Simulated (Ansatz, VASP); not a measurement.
# C: VASP beside Ansatz

```
C
1.0
     2.46652    0.00000    0.00000
    -1.23326    2.13607    0.00000
     0.00000    0.00000    8.56531
C
4
Cartesian
  -0.1423 -0.4270 0.0214
  0.1423 0.4270 4.3041
  -0.1423 0.9970 0.0214
  1.3756 1.1390 4.3041
```

Change from the starting cell: mode 4 frozen in at -0.142 Å and mode 5 at -0.427 Å (largest displacements).

Alike in both runs: task single point; functional PBE; k mesh 18 × 18 × 6; occupations gaussian, width 0.15 eV; no spin polarisation.

|  | VASP | Ansatz |
| --- | --- | --- |
| version | VASP 6.6.1 | Ansatz 0.2.0 |
| potentials or method | VASP PAW PBE potentials, release 64 (C), cutoff 520 eV | scalar-relativistic, plane waves, PAW |
| valence electrons in the cell | 16 | 16 |

|  | VASP | Ansatz | Ansatz less VASP |
| --- | --- | --- | --- |
| gap on the k mesh at the Fermi level (eV) | none | none | - |
| pressure (GPa) | 0.4 | 0.0 | -0.35 |
| traceless stress, the component that is largest in VASP (GPa) | -0.35 | 0.07 | +0.418 |

A gap of «none» marks a metal or a gap that the smearing closes.
